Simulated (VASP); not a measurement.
Wanted: the native input for a VASP 6.6.1 run.

```
Task                   : single point
Functional             : PBE
Potentials or basis    : VASP PAW PBE potentials, release 64 (Cd, Se)
Cutoff                 : 500 eV
k mesh                 : 6 × 6 × 6
Occupations            : gaussian, width 0.01 eV
Spin                   : no spin polarisation
Dipole correction      : no
Further INCAR settings : ALGO = Normal; EDIFF = 1e-06; NBANDS = 16
```

The structure of CdSe lies in POSCAR:

```
CdSe
1.0
    0.0000000000      3.0219287546      3.0219287546
    3.0219287546      0.0000000000      3.0219287546
    3.0219287546      3.0219287546      0.0000000000
Cd Se
1 1
Direct
    0.0000000000      0.0000000000      0.0000000000
    0.2500000000      0.2500000000      0.2500000000
```

These files were run (other wordings do the same):

INCAR

```
SYSTEM = CdSe
  PREC = Accurate
  ENCUT = 500
  EDIFF = 1E-6
  ISMEAR = 0
  SIGMA = 0.01
  LREAL = .False.
  LASPH = .True.
  NELM = 120
  ALGO = Normal
  ISIF = 2
  LWAVE = .False.
  LCHARG = .True.
  GGA = PE
  LELF = .True.
  LVHAR = .True.
  NBANDS = 16
  GGA_COMPAT = .False.
```

KPOINTS

```
regular mesh
0
Gamma
  6 6 6
  0 0 0
```

Potentials or basis: VASP PAW PBE potentials, release 64 (Cd, Se).

Run with:

```sh
$ cat potpaw_PBE.64/Cd/POTCAR potpaw_PBE.64/Se/POTCAR > POTCAR
$ mpirun -np 1 vasp_std > vasp.out
```

It gave:

```
Pressure               : 4.4 GPa
Band gap on the k mesh : 0.65 eV
```

Caveat: the cell stands under pressure.

Wall time 7.2 s on 1 thread of Intel(R) Xeon(R) 6975P-C (Granite Rapids) (shared host), peak memory 0.17 GiB.
